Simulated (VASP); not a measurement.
# Ag (Im-3m) in VASP: a series of runs

The runs below take Ag through single point, with LDA.

All numbers are computed with VASP 6.6.1; they aren't measurements. Logs are shortened: lines on timing, memory, paths and dates and some standing lists are left out, and cuts for length are marked.

### Step 1. The cell of the first run

Symmetry: Im-3m, No. 229, cubic system. Conventional cell: a = 3.311 Å, b = 3.311 Å, c = 3.311 Å, α = 90.00°, β = 90.00°, γ = 90.00°. Ag (site symmetry m-3m) has 14 Ag at 2.87 to 3.31 Å within 3.8 Å.

### Step 2. Single point, LDA

INCAR reads:

```
SYSTEM = Ag
PREC     = Accurate       ! precision mode
ENCUT    = 520            ! plane-wave cutoff, eV
EDIFF    = 1E-6           ! SCF threshold, eV
ISMEAR   = 0              ! smearing method
SIGMA    = 0.15           ! smearing width, eV
LREAL    = .False.        ! projectors in reciprocal space
LASPH    = .True.         ! aspherical terms in the spheres
NELM     = 100            ! most SCF steps
ALGO     = Normal         ! electronic algorithm
ISIF     = 2              ! what is computed and relaxed
LWAVE    = .False.        ! write WAVECAR
LCHARG   = .False.        ! write CHGCAR
NBANDS   = 12             ! bands
```

KPOINTS reads:

```
Automatic mesh
0
Gamma
  20 20 20
  0 0 0
```

POSCAR reads:

```
Ag
1.0
   -1.6556540000      1.6556540000      1.6556540000
    1.6556540000     -1.6556540000      1.6556540000
    1.6556540000      1.6556540000     -1.6556540000
Ag
1
Direct
    0.0000000000      0.0000000000      0.0000000000
```

Potentials or basis: VASP PAW LDA potentials, release 64 (Ag).

Launch:

```console
$ cat potpaw_LDA.64/Ag/POTCAR > POTCAR
$ mpirun -np 1 vasp_std > vasp.out
```

OUTCAR:

```text
SYSTEM = Ag
   PREC = Accurate
   ENCUT = 520
   EDIFF = 1E-6
   ISMEAR = 0
   LREAL = .False.
   LASPH = .True.
   NELM = 100
   ISIF = 2

 ion  position               nearest neighbor table
   1  0.000  0.000  0.000-

  LATTYP: Found a body centered cubic cell.
 ALAT       =     3.3113080000

  Lattice vectors:

 A1 = (  -1.6556540000,   1.6556540000,   1.6556540000)
 A2 = (   1.6556540000,  -1.6556540000,   1.6556540000)
 A3 = (   1.6556540000,   1.6556540000,  -1.6556540000)

Analysis of symmetry for initial positions (statically):
=====================================================================
 Subroutine PRICEL returns:
 Original cell was already a primitive cell.

 Routine SETGRP: Setting up the symmetry group for a
 body centered cubic supercell.

 Subroutine GETGRP returns: Found 48 space group operations
 (whereof 48 operations were pure point group operations)
 out of a pool of 48 trial point group operations.

The static configuration has the point symmetry O_h .

Analysis of symmetry for dynamics (positions and initial velocities):
=====================================================================
 Subroutine PRICEL returns:
 Original cell was already a primitive cell.

 Routine SETGRP: Setting up the symmetry group for a
 body centered cubic supercell.

 Subroutine GETGRP returns: Found 48 space group operations
 (whereof 48 operations were pure point group operations)
 out of a pool of 48 trial point group operations.

The dynamic configuration has the point symmetry O_h .

 Subroutine INISYM returns: Found 48 space group operations
 (whereof 48 operations are pure point group operations),
 and found     1 'primitive' translations

----------------------------------------------------------------------------------------

                                     Primitive cell

  volume of cell :      18.1538

  direct lattice vectors                    reciprocal lattice vectors
    -1.655654000  1.655654000  1.655654000     0.000000000  0.301995465  0.301995465
     1.655654000 -1.655654000  1.655654000     0.301995465  0.000000000  0.301995465
     1.655654000  1.655654000 -1.655654000     0.301995465  0.301995465  0.000000000

  length of vectors
     2.867676848  2.867676848  2.867676848     0.427086083  0.427086083  0.427086083

  position of ions in fractional coordinates (direct lattice)
     0.000000000  0.000000000  0.000000000

  ion indices of the primitive-cell ions
   primitive index   ion index
                 1           1

----------------------------------------------------------------------------------------

 KPOINTS: Automatic mesh

Automatic generation of k-mesh.
 Grid dimensions read from file:
 generate k-points for:   20   20   20

 Generating k-lattice:

  Cartesian coordinates                     Fractional coordinates (reciprocal lattice)
     0.000000000  0.015099773  0.015099773     0.050000000  0.000000000  0.000000000
     0.015099773  0.000000000  0.015099773     0.000000000  0.050000000  0.000000000
     0.015099773  0.015099773  0.000000000     0.000000000  0.000000000  0.050000000

  Length of vectors
     0.021354304  0.021354304  0.021354304

  Shift w.r.t. Gamma in fractional coordinates (k-lattice)
     0.000000000  0.000000000  0.000000000

 Subroutine IBZKPT returns following result:
 ===========================================

 Found    256 irreducible k-points:

 Following reciprocal coordinates:
            Coordinates               Weight
  0.000000  0.000000  0.000000      1.000000
  0.050000  0.000000  0.000000     12.000000
  0.100000  0.000000  0.000000     12.000000
  0.150000  0.000000  0.000000     12.000000
  0.200000  0.000000  0.000000     12.000000
  0.250000  0.000000  0.000000     12.000000
[... 16 lines left out ...]
  0.200000  0.100000  0.000000     48.000000
  0.250000  0.100000  0.000000     48.000000
 [... further k-points ...]
   k-points           NKPTS =    256   k-points in BZ     NKDIM =    256   number of bands    NBANDS=     12
   number of dos      NEDOS =    301   number of ions     NIONS =      1
   total plane-waves  NPLWV =  13824
   dimension x,y,z NGX =    24 NGY =   24 NGZ =   24
   dimension x,y,z NGXF=    48 NGYF=   48 NGZF=   48
   ions per type =               1
   NGX,Y,Z   is equivalent  to a cutoff of  13.91, 13.91, 13.91 a.u.
   NGXF,Y,Z  is equivalent  to a cutoff of  27.83, 27.83, 27.83 a.u.
 SYSTEM =  Ag
   PREC   = accura    normal or accurate (medium, high low for compatibility)
   ISTART =      0    job   : 0-new  1-cont  2-samecut
   ICHARG =      2    charge: 1-file 2-atom 10-const
   ISPIN  =      1    spin polarized calculation?
   LNONCOLLINEAR =      F non collinear calculations
   LSORBIT =      F    spin-orbit coupling
   LASPH  =      T    aspherical Exc in radial PAW
   ENCUT  =  520.0 eV  38.22 Ry    6.18 a.u.   5.33  5.33  5.33*2*pi/ulx,y,z
   NELM   =    100;   NELMIN=  2; NELMDL= -5     # of ELM steps
   EDIFF  = 0.1E-05   stopping-criterion for ELM
   LREAL  =      F    real-space projection
   EDIFFG = 0.1E-04   stopping-criterion for IOM
   NSW    =      0    number of steps for IOM
   IBRION =     -1    ionic relax: 0-MD 1-quasi-New 2-CG
   NFREE  =      0    steps in history (QN), initial steepest desc. (CG)
   ISIF   =      2    stress and relaxation
   ISYM   =      2    0-nonsym 1-usesym 2-fastsym
   POTIM  = 0.5000    time-step for ionic-motion
   TEBEG  =    0.0;   TEEND  =   0.0 temperature during run
   PSTRESS=    0.0 pullay stress
   NELECT =      11.0000    total number of electrons
   NUPDOWN=      -1.0000    fix difference up-down
   EMIN   =  10.00;   EMAX   =-10.00  energy-range for DOS
   EFERMI =   0.00;   METHOD = LEGACY
   ISMEAR =     0;   SIGMA  =   0.15  broadening in eV -4-tet -1-fermi 0-gaus
   EFERMI_NEDOS =   21; number of points for ismear=-14 and -15
   IALGO  =     38    algorithm
   IMIX   =      4    mixing-type and parameters
     AMIX     =   0.40;   BMIX     =  1.00
     AMIX_MAG =   1.60;   BMIX_MAG =  1.00
  volume/ion in A,a.u.               =      18.15       122.51
  Fermi-wavevector in a.u.,A,eV,Ry     =   1.385318  2.617871 26.111022  1.919106
  Thomas-Fermi vector in A             =   2.509739
   LORBIT       =      0    0 simple, 1 ext, 2 COOP (PROOUT), +10 PAW based schemes
   GGA     = CA    functional components
   LHFCALC =     F    Hartree Fock is set to
   AEXX    =    0.0000 exact exchange contribution
   IVDW    =     0    specifies the selected vdW correction
   LEPSILON=     F    determine dielectric tensor
   LRPA    =     F    only Hartree local field effects (RPA)
 non-spin polarized calculation
 Gauss-broadening in eV      SIGMA  =   0.15
  energy-cutoff  :      520.00
  volume of cell :       18.15
 maximum number of plane-waves:       498
 NGX is ok and might be reduce to    24
   NGX = 11   NGY = 11   NGZ = 11

 number of electron      11.0000001 magnetization

 Free energy of the ion-electron system (eV)
  ---------------------------------------------------
  ext. energy  EPLUGINS =         0.00000000
  ---------------------------------------------------
  free energy    TOTEN  =        -3.66094460 eV

  energy without entropy =       -3.65582705  energy(sigma->0) =       -3.65838583

 E-fermi :   7.3052     XC(G=0): -12.2182

 val. band max:        7.3029247400   @ k =  -0.4000   0.4500   0.1000
 cond. band min:       7.3408198528   @ k =   0.5000   0.0000   0.0000
 fundamental gap:      0.0378951128
 Fermi energy:         7.3051731702

 k-point     1 :       0.0000    0.0000    0.0000
  band No.  band energies     occupation
      1      -0.0749      2.00000
      2       2.6329      2.00000
      3       2.6329      2.00000
      4       2.6329      2.00000
      5       3.8629      2.00000
      6       3.8629      2.00000
      7      25.0388      0.00000
      8      25.0388      0.00000
      9      25.0388      0.00000
     10      30.2123      0.00000
     11      30.2123      0.00000
     12      30.2123      0.00000

 k-point     2 :       0.0500    0.0000    0.0000
  band No.  band energies     occupation
      1       0.0041      2.00000
      2       2.6143      2.00000
      3       2.6361      2.00000
      4       2.6765      2.00000
      5       3.8422      2.00000
      6       3.8641      2.00000
      7      24.8202      0.00000
      8      25.0127      0.00000
      9      25.0859      0.00000
     10      29.2283      0.00000
     11      29.2633      0.00000
     12      29.6920      0.00000

 k-point     3 :       0.1000    0.0000    0.0000
  band No.  band energies     occupation
      1       0.2348      2.00000
      2       2.5607      2.00000
      3       2.6467      2.00000
      4       2.8049      2.00000
      5       3.7893      2.00000
      6       3.8682      2.00000
      7      24.0482      0.00000
      8      24.8350      0.00000
      9      25.2203      0.00000
     10      28.1030      0.00000
     11      28.3631      0.00000
     12      28.5559      0.00000
[... 286 lines left out ...]
 k-point    23 :       0.2000    0.1000    0.0000
  band No.  band energies     occupation
      1       1.5165      2.00000
      2       2.3094      2.00000
      3       2.7498      2.00000
      4       3.6170      2.00000
      5       3.8656      2.00000
      6       4.0867      2.00000
      7      18.9649      0.00000
      8      21.2518      0.00000
      9      23.4716      0.00000
     10      26.1333      0.00000
     11      28.9661      0.00000
     12      29.2782      0.00000

 k-point    24 :       0.2500    0.1000    0.0000
  band No.  band energies     occupation
      1       1.6133      2.00000
      2       2.2007      2.00000
      3       3.1322      2.00000
      4       3.6449      2.00000
      5       3.9636      2.00000
      6       4.6243      2.00000
      7      16.9882      0.00000
      8      20.5537      0.00000
      9      22.5793      0.00000
     10      26.3726      0.00000
     11      29.1898      0.00000
     12      29.6791      0.00000

 [... further k-points ...]

------------------------ aborting loop because EDIFF is reached ----------------------------------------

  FORCE on cell =-STRESS in cart. coord.  units (eV):
  Direction    XX          YY          ZZ          XY          YZ          ZX
  --------------------------------------------------------------------------------------
  -------------------------------------------------------------------------------------
  Total       -1.2738275     -1.2738275     -1.2738275     -0.0000000      0.0000000      0.0000000
  in kB     -112.4223009   -112.4223009   -112.4223009     -0.0000000      0.0000000      0.0000000
  external PRESSURE =    -112.4223009 kB  Pullay stress =       0.0000000 kB

 VOLUME and BASIS-vectors are now :
 -----------------------------------------------------------------------------
  energy-cutoff  :      520.00
  volume of cell :       18.15
      direct lattice vectors                 reciprocal lattice vectors
    -1.655654000  1.655654000  1.655654000     0.000000000  0.301995465  0.301995465
     1.655654000 -1.655654000  1.655654000     0.301995465  0.000000000  0.301995465
     1.655654000  1.655654000 -1.655654000     0.301995465  0.301995465  0.000000000

 POSITION                                       TOTAL-FORCE (eV/Angst)
 -----------------------------------------------------------------------------------
      0.00000      0.00000      0.00000         0.000000     -0.000000     -0.000000
 -----------------------------------------------------------------------------------
    total drift:                               -0.000000      0.000000      0.000000

  FREE ENERGIE OF THE ION-ELECTRON SYSTEM (eV)
  ---------------------------------------------------
  free  energy   TOTEN  =        -3.6609446033 eV

  energy  without entropy=       -3.6558270512  energy(sigma->0) =       -3.65838583
```

It took 32 s on 1 thread of AMD EPYC 7R13 (Zen 3), shared host; peak memory 0.14 GiB.

What came out:

```
Free energy : -3.6609 eV
Pressure    : -11.2 GPa
```

### Step 3. Single point, LDA

INCAR reads:

```
  PREC = Accurate
  ENCUT = 520
  EDIFF = 1E-7
  ISMEAR = 0
  SIGMA = 0.15
  LREAL = F
  LASPH = T
  NELM = 80
  ALGO = Normal
  ISIF = 2
  LWAVE = F
  LCHARG = T
  GGA = CA
  LELF = T
  LVHAR = T
  NBANDS = 12
```

KPOINTS reads:

```
regular mesh
0
Gamma
  22 22 22
```

POSCAR is that of step 2.

Potentials or basis: VASP PAW LDA potentials, release 64 (Ag).

Launch:

```console
$ cat potpaw_LDA.64/Ag/POTCAR > POTCAR
$ mpirun -np 1 vasp_std > vasp.out
```

It took 46 s on 1 thread of AMD EPYC 7R13 (Zen 3), shared host; peak memory 0.15 GiB.

The run converged. Its results:

```yaml
Free_energy: -3.6620 eV
Pressure: -11.3 GPa
```

Levels at points of the mesh, in eV from the Fermi level:
```tsv
k point	band 2	band 3	band 4	band 5	band 6	band 7	band 8	band 9
(0.00, 0.00, 0.00)	-4.67	-4.67	-4.67	-3.44	-3.44	17.73	17.73	17.73
(0.50, 0.00, 0.00)	-5.38	-3.50	-3.34	-2.53	0.04	3.76	13.08	13.78
(0.50, 0.50, 0.50)	-5.95	-2.75	-2.75	-2.75	6.63	6.63	6.63	11.83
```
